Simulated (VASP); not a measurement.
# CaS3 (Pmmm) in VASP: a series of runs

CaS3 is run at these levels: PBE; tasks: single point, relaxation of cell and atoms.

Program: VASP 6.6.1. These are calculated values, not measurements. Logs are shortened: lines on timing, memory, paths and dates and some standing lists are left out, and cuts for length are marked.

## (1) The cell of the first run

It takes space group Pmmm (No. 47, orthorhombic). The conventional cell has a = 3.701 Å, b = 4.604 Å, c = 5.234 Å, α = 90.00°, β = 90.00°, γ = 90.00°. Ca (site symmetry mmm) has 12 S at 2.95 to 3.35 Å and 2 Ca at 3.70 Å within 3.9 Å. S (site symmetry m2m) has 1 S at 1.98 Å within 2.6 Å. Within 3.9 Å of S (site symmetry mmm) lie 6 S at 2.93 to 3.70 Å and 4 Ca at 2.95 Å.

## (2) Single point, PBE

INCAR reads:

```
SYSTEM = CaS3
PREC = Accurate
ENCUT = 520
EDIFF = 1E-7
ISMEAR = 0
SIGMA = 0.1
LREAL = .False.
LASPH = .True.
NELM = 60
ALGO = Normal
ISIF = 2
LWAVE = .False.
LCHARG = .False.
GGA = PE
NBANDS = 22
```

KPOINTS reads:

```
regular mesh
0
Gamma
  8 4 4
  0 0 0
```

POSCAR reads:

```
CaS3
1.0
    3.7011514031      0.0000000000      0.0000000000
    0.0000000000      5.2336240369      0.0000000000
    0.0000000000      0.0000000000      4.6044838637
Ca S
1 3
Direct
    0.5000000000      0.5000000000      0.5000000000
    0.0000000000      0.0000000000      0.2851905800
    0.0000000000      0.0000000000      0.7148094200
    0.0000000000      0.5000000000      0.0000000000
```

Potentials or basis: VASP PAW PBE potentials, release 64 (Ca_sv, S).

The run is started by

```sh
$ cat potpaw_PBE.64/Ca_sv/POTCAR potpaw_PBE.64/S/POTCAR > POTCAR
$ mpirun -np 1 vasp_std > vasp.out
```

OUTCAR:

```text
SYSTEM = CaS3
   PREC = Accurate
   ENCUT = 520
   EDIFF = 1E-7
   ISMEAR = 0
   LREAL = .False.
   LASPH = .True.
   NELM = 60
   ISIF = 2
   GGA = PE

 ion  position               nearest neighbor table
   1  0.500  0.500  0.500-   4 2.95   4 2.95   4 2.95   4 2.95
   2  0.000  0.000  0.285-   3 1.98   3 2.63
   3  0.000  0.000  0.715-   2 1.98   2 2.63
   4  0.000  0.500  0.000-   1 2.95   1 2.95   1 2.95   1 2.95

  LATTYP: Found a simple orthorhombic cell.
 ALAT       =     3.7011514031
 B/A-ratio  =     1.2440679568
 C/A-ratio  =     1.4140529438

  Lattice vectors:

 A1 = (  -3.7011514031,   0.0000000000,   0.0000000000)
 A2 = (   0.0000000000,   0.0000000000,   4.6044838637)
 A3 = (   0.0000000000,   5.2336240369,   0.0000000000)

Analysis of symmetry for initial positions (statically):
=====================================================================
 Subroutine PRICEL returns:
 Original cell was already a primitive cell.

 Routine SETGRP: Setting up the symmetry group for a
 simple orthorhombic supercell.

 Subroutine GETGRP returns: Found  8 space group operations
 (whereof  8 operations were pure point group operations)
 out of a pool of  8 trial point group operations.

The static configuration has the point symmetry D_2h.

Analysis of symmetry for dynamics (positions and initial velocities):
=====================================================================
 Subroutine PRICEL returns:
 Original cell was already a primitive cell.

 Routine SETGRP: Setting up the symmetry group for a
 simple orthorhombic supercell.

 Subroutine GETGRP returns: Found  8 space group operations
 (whereof  8 operations were pure point group operations)
 out of a pool of  8 trial point group operations.

The dynamic configuration has the point symmetry D_2h.

 Subroutine INISYM returns: Found  8 space group operations
 (whereof  8 operations are pure point group operations),
 and found     1 'primitive' translations

----------------------------------------------------------------------------------------

                                     Primitive cell

  volume of cell :      89.1909

  direct lattice vectors                    reciprocal lattice vectors
     3.701151403  0.000000000  0.000000000     0.270186191  0.000000000  0.000000000
     0.000000000  5.233624037  0.000000000     0.000000000  0.191072189  0.000000000
     0.000000000  0.000000000  4.604483864     0.000000000  0.000000000  0.217179608

  length of vectors
     3.701151403  5.233624037  4.604483864     0.270186191  0.191072189  0.217179608

  position of ions in fractional coordinates (direct lattice)
     0.500000000  0.500000000  0.500000000
     0.000000000  0.000000000  0.285190580
     0.000000000  0.000000000  0.714809420
     0.000000000  0.500000000  0.000000000

  ion indices of the primitive-cell ions
   primitive index   ion index
                 1           1
                 2           2
                 3           3
                 4           4

----------------------------------------------------------------------------------------

 KPOINTS: regular mesh

Automatic generation of k-mesh.
 Grid dimensions read from file:
 generate k-points for:    8    4    4

 Generating k-lattice:

  Cartesian coordinates                     Fractional coordinates (reciprocal lattice)
     0.033773274  0.000000000  0.000000000     0.125000000  0.000000000  0.000000000
     0.000000000  0.047768047  0.000000000     0.000000000  0.250000000  0.000000000
     0.000000000  0.000000000  0.054294902     0.000000000  0.000000000  0.250000000

  Length of vectors
     0.033773274  0.047768047  0.054294902

  Shift w.r.t. Gamma in fractional coordinates (k-lattice)
     0.000000000  0.000000000  0.000000000

 Subroutine IBZKPT returns following result:
 ===========================================

 Found     45 irreducible k-points:

 Following reciprocal coordinates:
            Coordinates               Weight
  0.000000  0.000000  0.000000      1.000000
  0.125000  0.000000  0.000000      2.000000
  0.250000  0.000000  0.000000      2.000000
  0.375000  0.000000  0.000000      2.000000
  0.500000  0.000000  0.000000      1.000000
  0.000000  0.250000  0.000000      2.000000
[... 16 lines left out ...]
  0.250000  0.250000  0.250000      8.000000
  0.375000  0.250000  0.250000      8.000000
 [... further k-points ...]
   k-points           NKPTS =     45   k-points in BZ     NKDIM =     45   number of bands    NBANDS=     22
   number of dos      NEDOS =    301   number of ions     NIONS =      4
   total plane-waves  NPLWV =  40320
   dimension x,y,z NGX =    28 NGY =   40 NGZ =   36
   dimension x,y,z NGXF=    56 NGYF=   80 NGZF=   72
   ions per type =               1   3
   NGX,Y,Z   is equivalent  to a cutoff of  12.58, 12.71, 13.00 a.u.
   NGXF,Y,Z  is equivalent  to a cutoff of  25.15, 25.41, 26.00 a.u.
 SYSTEM =  CaS3
   PREC   = accura    normal or accurate (medium, high low for compatibility)
   ISTART =      0    job   : 0-new  1-cont  2-samecut
   ICHARG =      2    charge: 1-file 2-atom 10-const
   ISPIN  =      1    spin polarized calculation?
   LNONCOLLINEAR =      F non collinear calculations
   LSORBIT =      F    spin-orbit coupling
   LASPH  =      T    aspherical Exc in radial PAW
   ENCUT  =  520.0 eV  38.22 Ry    6.18 a.u.   6.88  9.73  8.56*2*pi/ulx,y,z
   NELM   =     60;   NELMIN=  2; NELMDL= -5     # of ELM steps
   EDIFF  = 0.1E-06   stopping-criterion for ELM
   LREAL  =      F    real-space projection
   EDIFFG = 0.1E-05   stopping-criterion for IOM
   NSW    =      0    number of steps for IOM
   IBRION =     -1    ionic relax: 0-MD 1-quasi-New 2-CG
   NFREE  =      0    steps in history (QN), initial steepest desc. (CG)
   ISIF   =      2    stress and relaxation
   ISYM   =      2    0-nonsym 1-usesym 2-fastsym
   POTIM  = 0.5000    time-step for ionic-motion
   TEBEG  =    0.0;   TEEND  =   0.0 temperature during run
   PSTRESS=    0.0 pullay stress
   NELECT =      28.0000    total number of electrons
   NUPDOWN=      -1.0000    fix difference up-down
   EMIN   =  10.00;   EMAX   =-10.00  energy-range for DOS
   EFERMI =   0.00;   METHOD = LEGACY
   ISMEAR =     0;   SIGMA  =   0.10  broadening in eV -4-tet -1-fermi 0-gaus
   EFERMI_NEDOS =   21; number of points for ismear=-14 and -15
   IALGO  =     38    algorithm
   IMIX   =      4    mixing-type and parameters
     AMIX     =   0.40;   BMIX     =  1.00
     AMIX_MAG =   1.60;   BMIX_MAG =  1.00
  volume/ion in A,a.u.               =      22.30       150.47
  Fermi-wavevector in a.u.,A,eV,Ry     =   1.112638  2.102582 16.843527  1.237964
  Thomas-Fermi vector in A             =   2.249215
   LORBIT       =      0    0 simple, 1 ext, 2 COOP (PROOUT), +10 PAW based schemes
   GGA     = PE    functional components
   LHFCALC =     F    Hartree Fock is set to
   AEXX    =    0.0000 exact exchange contribution
   IVDW    =     0    specifies the selected vdW correction
   LEPSILON=     F    determine dielectric tensor
   LRPA    =     F    only Hartree local field effects (RPA)
 non-spin polarized calculation
 Gauss-broadening in eV      SIGMA  =   0.10
  energy-cutoff  :      520.00
  volume of cell :       89.19
 maximum number of plane-waves:      2418
 NGX is ok and might be reduce to    28
   NGX = 13   NGY = 19   NGZ = 17

 number of electron      28.0000007 magnetization

 Free energy of the ion-electron system (eV)
  ---------------------------------------------------
  ext. energy  EPLUGINS =         0.00000000
  ---------------------------------------------------
  free energy    TOTEN  =       -16.64759200 eV

  energy without entropy =      -16.63775274  energy(sigma->0) =      -16.64267237

 E-fermi :   4.4131     XC(G=0):  -9.3263

 val. band max:        4.4123734078   @ k =   0.0000   0.2500   0.0000
 cond. band min:       4.4216690908   @ k =   0.0000   0.0000   0.5000
 fundamental gap:      0.0092956829
 Fermi energy:         4.4131309737

 k-point     1 :       0.0000    0.0000    0.0000
  band No.  band energies     occupation
      1     -37.0790      2.00000
      2     -18.1229      2.00000
      3     -18.0501      2.00000
      4     -17.9681      2.00000
      5     -11.8468      2.00000
      6      -7.6852      2.00000
[... 14 lines left out ...]
     21       8.8240      0.00000
     22      11.5158      0.00000

 k-point     2 :       0.1250    0.0000    0.0000
  band No.  band energies     occupation
      1     -37.0776      2.00000
      2     -18.1204      2.00000
      3     -18.0724      2.00000
      4     -17.9651      2.00000
      5     -11.8092      2.00000
      6      -7.6298      2.00000
[... 14 lines left out ...]
     21       8.7141      0.00000
     22      11.5889      0.00000

 k-point     3 :       0.2500    0.0000    0.0000
  band No.  band energies     occupation
      1     -37.0741      2.00000
      2     -18.1256      2.00000
      3     -18.1145      2.00000
      4     -17.9578      2.00000
      5     -11.7162      2.00000
      6      -7.4899      2.00000
[... 14 lines left out ...]
     21       9.4377      0.00000
     22      10.1250      0.00000
[... 476 lines left out ...]
 k-point    23 :       0.2500    0.2500    0.2500
  band No.  band energies     occupation
      1     -37.0738      2.00000
      2     -18.1219      2.00000
      3     -18.1170      2.00000
      4     -17.9687      2.00000
      5     -11.4576      2.00000
      6      -7.8529      2.00000
[... 14 lines left out ...]
     21       8.8824      0.00000
     22      10.4011      0.00000

 k-point    24 :       0.3750    0.2500    0.2500
  band No.  band energies     occupation
      1     -37.0703      2.00000
      2     -18.1720      2.00000
      3     -18.1104      2.00000
      4     -17.9595      2.00000
      5     -11.3794      2.00000
      6      -7.7541      2.00000
[... 14 lines left out ...]
     21       8.9021      0.00000
     22      10.0556      0.00000

 [... further k-points ...]

------------------------ aborting loop because EDIFF is reached ----------------------------------------

  FORCE on cell =-STRESS in cart. coord.  units (eV):
  Direction    XX          YY          ZZ          XY          YZ          ZX
  --------------------------------------------------------------------------------------
  -------------------------------------------------------------------------------------
  Total        0.2419613     -0.0386985     -0.1533060      0.0000000      0.0000000      0.0000000
  in kB        4.3464643     -0.6951587     -2.7539082      0.0000000      0.0000000      0.0000000
  external PRESSURE =       0.2991325 kB  Pullay stress =       0.0000000 kB

 VOLUME and BASIS-vectors are now :
 -----------------------------------------------------------------------------
  energy-cutoff  :      520.00
  volume of cell :       89.19
      direct lattice vectors                 reciprocal lattice vectors
     3.701151403  0.000000000  0.000000000     0.270186191  0.000000000  0.000000000
     0.000000000  5.233624037  0.000000000     0.000000000  0.191072189  0.000000000
     0.000000000  0.000000000  4.604483864     0.000000000  0.000000000  0.217179608

 POSITION                                       TOTAL-FORCE (eV/Angst)
 -----------------------------------------------------------------------------------
      1.85058      2.61681      2.30224         0.000000     -0.000000      0.000000
      0.00000      0.00000      1.31316         0.000000      0.000000      0.158200
      0.00000      0.00000      3.29133        -0.000000     -0.000000     -0.158200
      0.00000      2.61681      0.00000         0.000000     -0.000000      0.000000
 -----------------------------------------------------------------------------------
    total drift:                                0.000000      0.000000      0.000000

  FREE ENERGIE OF THE ION-ELECTRON SYSTEM (eV)
  ---------------------------------------------------
  free  energy   TOTEN  =       -16.6475920035 eV

  energy  without entropy=      -16.6377527419  energy(sigma->0) =      -16.64267237
```

Wall time 92 s (1 thread of Intel Xeon Platinum 8375C at 2.90GHz (Ice Lake), shared host); peak memory 0.23 GiB.

Results:

| Property | Result |
| --- | --- |
| Free energy | -16.6476 eV |
| Pressure | 0.0 GPa |
| Largest force | 0.158 eV/Å |
| Band gap on the k mesh | zero (band 14 reaches 5.06 eV, above the bottom of band 15 at 3.10 eV) |

Forces on the atoms (eV/Å):
```
Ca   0.000  0.000  0.000
S    0.000  0.000  0.158
S    0.000  0.000 -0.158
S    0.000  0.000  0.000
```

Stress tensor (GPa, compression positive):
```
 0.43  0.00  0.00
 0.00 -0.07  0.00
 0.00  0.00 -0.28
```

## (3) Relaxation of cell and atoms, PBE

This run uses another cell than the first one, of 9.46 Å³/atom, 0.424 times its volume.

INCAR reads:

```
  PREC = Accurate
  ENCUT = 600
  EDIFF = 1E-6
  ISMEAR = 0
  SIGMA = 0.1
  LREAL = F
  LASPH = T
  NELM = 60
  ALGO = Normal
  ISIF = 3
  LWAVE = F
  LCHARG = F
  GGA = PE
  IBRION = 2
  NSW = 90
  EDIFFG = -0.04
```

KPOINTS reads:

```
Automatic mesh
0
Gamma
  8 4 4
```

POSCAR reads:

```
CaS3
1.0
    2.2266557400      0.0000000000      0.0000000000
    0.0000000000      3.7446049400      0.0000000000
    0.0000000000      0.0000000000      4.5403922300
Ca S
1 3
Direct
    0.5000000000      0.5000000000      0.5000000000
    0.0000000000      0.0000000000      0.2558544800
    0.0000000000      0.0000000000      0.7441455200
    0.0000000000      0.5000000000      0.0000000000
```

Potentials or basis: VASP PAW PBE potentials, release 64 (Ca_sv, S).

The run is started by

```sh
$ cat potpaw_PBE.64/Ca_sv/POTCAR potpaw_PBE.64/S/POTCAR > POTCAR
$ mpirun -np 1 vasp_std > vasp.out
```

OUTCAR:

```text
PREC = Accurate
   ENCUT = 600
   EDIFF = 1E-6
   ISMEAR = 0
   LREAL = F
   LASPH = T
   NELM = 60
   ISIF = 3
   GGA = PE
   IBRION = 2
   NSW = 90
   EDIFFG = -0.04

 ion  position               nearest neighbor table
   1  0.500  0.500  0.500-   2 2.44   3 2.44   2 2.44   3 2.44   2 2.44   3 2.44   2 2.44   3 2.44
                             4 2.53   4 2.53   4 2.53   4 2.53
   2  0.000  0.000  0.256-   4 2.20   4 2.20   3 2.22   3 2.32   1 2.44   1 2.44   1 2.44   1 2.44

   3  0.000  0.000  0.744-   4 2.20   4 2.20   2 2.22   2 2.32   1 2.44   1 2.44   1 2.44   1 2.44

   4  0.000  0.500  0.000-   2 2.20   3 2.20   2 2.20   3 2.20   1 2.53   1 2.53   1 2.53   1 2.53

  LATTYP: Found a simple orthorhombic cell.
 ALAT       =     2.2266557400
 B/A-ratio  =     1.6817170579
 C/A-ratio  =     2.0391083132

  Lattice vectors:

[... 183 lines left out ...]

  energy without entropy =       -2.58841342  energy(sigma->0) =       -2.59159469

 E-fermi :  16.3090     XC(G=0): -13.8194

 val. band max:       16.3053253703   @ k =   0.5000   0.2500   0.5000
 cond. band min:      16.3312816144   @ k =   0.1250   0.5000   0.2500
 fundamental gap:      0.0259562441
 Fermi energy:        16.3089977389
[... 1638 lines left out ...]
     17       7.3580      0.00000
     18       7.6745      0.00000

 [... further k-points ...]

[... ionic steps 4 to 24 ...]

--------------------------------------- Ionic step       25  -------------------------------------------

 number of electron      27.9999997 magnetization

------------------------ aborting loop because EDIFF is reached ----------------------------------------
[... 71 lines left out ...]
--------------------------------------- Ionic step       27  -------------------------------------------

 number of electron      27.9999997 magnetization

 Free energy of the ion-electron system (eV)
  ---------------------------------------------------
  ext. energy  EPLUGINS =         0.00000000
  ---------------------------------------------------
  free energy    TOTEN  =       -16.56555245 eV

  energy without entropy =      -16.55593832  energy(sigma->0) =      -16.56074539

 E-fermi :   4.5064     XC(G=0):  -9.3871

 val. band max:        4.4787787761   @ k =   0.0000   0.5000   0.2500
 cond. band min:       4.5332667410   @ k =   0.1250   0.5000   0.2500
 fundamental gap:      0.0544879648
 Fermi energy:         4.5063565897
[... 535 lines left out ...]
  FREE ENERGIE OF THE ION-ELECTRON SYSTEM (eV)
  ---------------------------------------------------
  free  energy   TOTEN  =       -16.5655524481 eV

  energy  without entropy=      -16.5559383235  energy(sigma->0) =      -16.56074539

 reached required accuracy - stopping structural energy minimisation
```

OSZICAR:

```text
N       E                     dE             d eps       ncg     rms          rms(c)
DAV:   1     0.246398770386E+03    0.24640E+03   -0.16266E+04  1620   0.177E+03
DAV:   2     0.125093547526E+02   -0.23389E+03   -0.22877E+03  1790   0.418E+02
DAV:   3    -0.475627650892E+01   -0.17266E+02   -0.16422E+02  2702   0.903E+01
[... 290 lines left out ...]
DAV:   3    -0.165655630321E+02    0.38791E-03   -0.75304E-04  2422   0.193E-01    0.450E-02
DAV:   4    -0.165655388655E+02    0.24167E-04   -0.19186E-04  2716   0.824E-02    0.315E-02
DAV:   5    -0.165655481117E+02   -0.92462E-05   -0.11112E-05  2626   0.212E-02    0.111E-02
DAV:   6    -0.165655521307E+02   -0.40191E-05   -0.35231E-06  2410   0.888E-03    0.230E-03
DAV:   7    -0.165655524481E+02   -0.31739E-06   -0.16965E-07   974   0.284E-03
  27 F= -.16565552E+02 E0= -.16560745E+02  d E =-.510818E-03
```

Wall time 12 min (1 thread of Intel Xeon Platinum 8375C at 2.90GHz (Ice Lake), shared host); peak memory 0.18 GiB.

Results:

- Free energy: -16.5656 eV
- Relaxed volume: 22.03 Å³/atom
- Relaxed cell: a = 3.650 Å, b = 5.220 Å, c = 4.625 Å, α = 90.00°, β = 90.00°, γ = 90.00°
- Space group after relaxing (to 0.05 Å): Pmmm (No. 47)
- Energy gained by relaxing: 3492.7 meV/atom
- Ionic steps: 27
- Pressure after relaxing: -0.1 GPa
- Largest force after relaxing: 0.011 eV/Å
- Band gap on the k mesh: zero (band 14 reaches 5.18 eV, above the bottom of band 15 at 3.21 eV)

Forces on the atoms (eV/Å):
```
Ca   0.000  0.000  0.000
S    0.000  0.000 -0.011
S    0.000  0.000  0.011
S    0.000  0.000  0.000
```

The path:
| step | energy change (eV) | largest force (eV/Å) | pressure (GPa) | volume (Å³) |
| --- | --- | --- | --- | --- |
| 1 | 0.0000 | 0.1069 | 163.54 | 37.86 |
| 2 | -9.7014 | 0.8247 | -10.54 | 119.12 |
| 3 | -11.7335 | 0.8146 | 0.78 | 75.86 |
| 4 | -11.7347 | 0.8276 | -0.78 | 77.83 |
| 5 | -12.0636 | 1.1089 | -0.61 | 78.12 |
| 6 | -13.3635 | 1.3503 | 2.58 | 77.89 |
| 7 | 8.8543 | 117.3720 | 125.82 | 71.99 |
| 8 | -13.2275 | 1.0342 | 1.49 | 77.83 |
| 9 | -13.4936 | 1.6880 | 3.72 | 77.43 |
| 10 | -12.4270 | 9.8144 | 23.04 | 75.38 |
| 11 | -13.5953 | 1.5022 | 5.25 | 77.15 |
| 12 | -13.5323 | 1.7252 | 11.45 | 76.37 |
| 13 | -13.6480 | 0.4147 | 7.57 | 76.82 |
| 14 | -13.6426 | 0.0438 | 8.29 | 76.73 |
| 15 | -13.7055 | 1.5823 | 8.30 | 79.30 |
| 16 | -13.7060 | 1.4738 | 8.27 | 79.15 |
| 17 | -13.8732 | 0.6527 | 4.28 | 83.01 |
| 18 | -13.9179 | 0.8513 | -2.73 | 92.93 |
| 19 | -13.9550 | 0.3536 | -0.45 | 89.05 |
| 20 | -13.9553 | 0.3077 | -0.24 | 88.73 |
| 21 | -13.9591 | 0.1532 | -0.23 | 88.95 |
| 22 | -13.9621 | 0.1626 | -0.20 | 89.37 |
| 23 | -13.9647 | 0.0991 | -0.35 | 89.38 |
| 24 | -13.9677 | 0.0650 | -0.72 | 89.38 |
| 25 | -13.9699 | 0.0479 | -0.35 | 88.76 |
| 26 | -13.9703 | 0.1111 | -0.14 | 88.41 |
| 27 | -13.9708 | 0.0107 | -0.11 | 88.13 |

Final structure:
```
Ca S
1.0
     3.65029    0.00000    0.00000
     0.00000    5.22021    0.00000
     0.00000    0.00000    4.62497
Ca S
1 3
Direct
  0.50000 0.50000 0.50000
  0.00000 0.00000 0.28661
  0.00000 0.00000 0.71339
  0.00000 0.50000 0.00000
```

Levels at points of the mesh, in eV from the Fermi level:
```
           k point  band 12  band 13  band 14  band 15  band 16  band 17
(0.00, 0.00, 0.00)    -1.29    -0.63    -0.55     0.57     0.96     2.18
(0.50, 0.00, 0.00)    -2.71    -0.98    -0.76    -0.32     3.59     3.70
(0.00, 0.50, 0.00)    -1.16    -0.85     0.68     1.00     1.43     3.54
(0.50, 0.50, 0.00)    -3.60    -1.11    -1.04     0.99     2.76     3.24
(0.00, 0.00, 0.50)    -2.54    -1.75     0.11     1.27     2.07     2.76
(0.50, 0.00, 0.50)    -3.47    -1.96    -1.48     1.40     2.22     2.60
(0.00, 0.50, 0.50)    -1.58    -1.43    -1.31    -0.55     1.32     2.85
(0.50, 0.50, 0.50)    -2.80    -1.16    -1.15    -1.03     1.81     2.42
```

Caveat: the k points lie up to 0.34 Å⁻¹ apart in the final cell; the volume moved by over 15 % at a fixed basis, so the end points are rough.
